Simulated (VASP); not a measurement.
# Pd: single point with LDA

Crystal: Pd.

```
CELL_PARAMETERS angstrom
0.00000 1.91914 1.91914
1.91914 0.00000 1.91914
1.91914 1.91914 0.00000
ATOMIC_POSITIONS crystal
Pd 0.00000 0.00000 0.00000
```

* Program: VASP 6.6.1
* Task: single point
* Functional: LDA
* Potentials or basis: VASP PAW LDA potentials, release 64 (Pd)
* Cutoff: 500 eV
* k mesh: 10 × 10 × 10
* Occupations: methfessel-paxton, width 0.05 eV
* Spin: no spin polarisation
* Dipole correction: no
* Further INCAR settings: ALGO = Normal; EDIFF = 1e-06; NBANDS = 11

```
Pressure               : 0.3 GPa
Band gap on the k mesh : zero (bands 5 and 6 overlap by 1.69 eV)
```

Levels at points of the mesh, in eV from the Fermi level:
| k point | band 1 | band 2 | band 3 | band 4 | band 5 | band 6 | band 7 | band 8 | band 9 | band 10 |
| --- | --- | --- | --- | --- | --- | --- | --- | --- | --- | --- |
| (0.00, 0.00, 0.00) | -7.60 | -3.09 | -3.09 | -3.09 | -1.33 | -1.33 | 17.11 | 22.07 | 22.07 | 22.07 |
| (0.50, 0.00, 0.00) | -5.72 | -3.14 | -3.14 | -0.03 | -0.03 | 0.82 | 7.58 | 16.49 | 21.30 | 21.30 |
| (0.50, 0.50, 0.00) | -5.83 | -5.53 | -0.05 | 0.30 | 0.30 | 3.22 | 11.14 | 13.27 | 13.27 | 22.12 |

Wall time 2.8 s on 1 thread of Intel(R) Xeon(R) 6975P-C (Granite Rapids), with other jobs on the host, peak memory 0.12 GiB.
